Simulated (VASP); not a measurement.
**Ni: single point with PBE**

Ni:

```
Ni
1.0
     2.48244    0.00000    0.00000
    -1.24122    2.14985    0.00000
     0.00000    0.00000    4.08264
Ni
2
Direct
  0.33333 0.66667 0.25000
  0.66667 0.33333 0.75000
```

```json
{
  "Program": "VASP 6.6.1",
  "Task": "single point",
  "Functional": "PBE",
  "Potentials or basis": "VASP PAW PBE potentials, release 64 (Ni)",
  "Cutoff": "520 eV",
  "k mesh": "24 × 24 × 13",
  "Occupations": "fermi-dirac, width 0.1 eV",
  "Spin": "no spin polarisation",
  "Dipole correction": "no",
  "Further INCAR settings": "ALGO = Normal; EDIFF = 1e-07; NBANDS = 17"
}
```

```
Pressure               : 0.0 GPa
Band gap on the k mesh : zero (band 10 reaches 9.29 eV, above the bottom of band 11 at 8.80 eV)
```

Stress tensor (GPa, compression positive):
```
 0.09  0.00  0.00
 0.00  0.09  0.00
 0.00  0.00 -0.06
```

Levels at points of the mesh, in eV from the Fermi level:
| k point | band 7 | band 8 | band 9 | band 10 | band 11 | band 12 | band 13 | band 14 |
| --- | --- | --- | --- | --- | --- | --- | --- | --- |
| (0.00, 0.00, 0.00) | -1.54 | -1.12 | -1.12 | -0.24 | -0.17 | -0.17 | 5.93 | 22.73 |
| (0.50, 0.00, 0.00) | -1.52 | -0.04 | 0.01 | 0.08 | 1.56 | 3.39 | 9.51 | 10.04 |

Wall time 53 s on 1 thread of Intel(R) Xeon(R) 6975P-C (Granite Rapids), on a shared host, peak memory 0.23 GiB.

Caveat: the run has no spin polarisation, though such a crystal can be magnetic. Spin polarisation is off, so any magnetic state and its effect on volume and gap are missing.
